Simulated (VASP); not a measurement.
Crystal: BaSnGe.

```
CELL_PARAMETERS angstrom
4.82432 0.00000 0.00000
-2.41216 4.17799 0.00000
0.00000 0.00000 4.90637
ATOMIC_POSITIONS crystal
Ba 0.00000 0.00000 0.00000
Sn 0.66667 0.33333 0.50000
Ge 0.33333 0.66667 0.50000
```

Base run:

| Property | Result |
| --- | --- |
| Program | VASP 6.6.1 |
| Functional | r2SCAN |
| Potentials or basis | VASP PAW PBE potentials, release 64 (Ba_sv, Sn_d, Ge_d) |
| Cutoff | 520 eV |
| k mesh | 12 × 12 × 10 |
| Occupations | gaussian, width 0.1 eV |
| Spin | no spin polarisation |

Its results: band gap on the k mesh zero (bands 19 and 20 overlap by 0.85 eV); pressure -0.6 GPa.

**Question.** The run is repeated on the same cell with these changes: functional from r2SCAN to PBE; further incar settings from ALGO = Normal; EDIFF = 1e-06; NBANDS = 26 to ALGO = Fast; EDIFF = 1e-06; NBANDS = 26. What comes out?

**Answer.** Band gap on the k mesh zero (bands 19 and 20 overlap by 0.90 eV); pressure 0.2 GPa.

Caveats: spin-orbit coupling is left out, which moves the levels of the heavy elements; the PAW data sets were made with another functional, which shifts forces and pressure a little (at least some runs).
